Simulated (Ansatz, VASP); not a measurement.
## SnO2 in VASP and in Ansatz

```
Sn O
1.0
     1.59524    0.92101    4.73571
    -1.59524    0.92101    4.73571
     0.00000   -1.84202    4.73571
Sn O
1 2
Cartesian
  0.0000 0.0000 7.1036
  0.0000 0.0000 10.8376
  0.0000 0.0000 3.3695
```

Change from the starting cell: volume scaled by 0.96.

Alike in both runs: task single point; functional LDA; k mesh 10 × 10 × 10; occupations fermi-dirac, width 0.05 eV; no spin polarisation.

```csv
,VASP,Ansatz
version,VASP 6.6.1,Ansatz 0.2.0
potentials or method,"VASP PAW LDA potentials, release 64 (Sn_d, O), cutoff 520 eV","all-electron LAPW, scalar-relativistic"
```

Ansatz gave:

| Quantity | Value |
| --- | --- |
| gap on the k mesh at the Fermi level (eV) | 2.04 |
| least direct gap on the mesh (eV) | 2.20 |
| pressure (GPa) | -3.5 |
| traceless stress, the component that is largest in VASP (GPa) | -0.63 |
| rms of the force components (eV/Å) | 0.116 |

Q: Estimate VASP's values.

A: gap on the k mesh at the Fermi level (eV): 2.04; least direct gap on the mesh (eV): 2.20; pressure (GPa): -2.7; traceless stress, the component that is largest in VASP (GPa): -1.18; rms of the force components (eV/Å): 0.087.

LDA's correlation is that of Perdew and Zunger in VASP and of Perdew and Wang (1992) in Ansatz. Atom by atom the forces differ by 0.029 eV/Å (rms over components). Ansatz ran all-electron here, and VASP with PAW potentials.
